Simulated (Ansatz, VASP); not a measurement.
## Two plane-wave programs on Al

```
CELL_PARAMETERS angstrom
0.00000 1.92278 1.92278
1.92278 0.00000 1.92278
1.92278 1.92278 0.00000
ATOMIC_POSITIONS crystal
Al 0.00000 0.00000 0.00000
```

Change from the starting cell: strain -0.050 along x and y, -0.050 along z, atoms carried along.

Alike in both runs: task single point; functional PBEsol; k mesh 20 × 20 × 20; occupations gaussian, width 0.15 eV; no spin polarisation.

|  | VASP | Ansatz |
| --- | --- | --- |
| version | VASP 6.6.1 | Ansatz 0.2.0 |
| potentials or method | VASP PAW PBE potentials, release 64 (Al), cutoff 520 eV | scalar-relativistic, plane waves, PAW |
| valence electrons in the cell | 3 | 3 |

```csv
,VASP,Ansatz,Ansatz less VASP
gap on the k mesh at the Fermi level (eV),none,none,-
pressure (GPa),14.3,14.1,-0.13
```

VASP's potentials were made for PBE, not for PBEsol. A gap of «none» marks a metal or a gap that the smearing closes. The functional is the same, so the differences come from potentials, cutoffs and numerics.
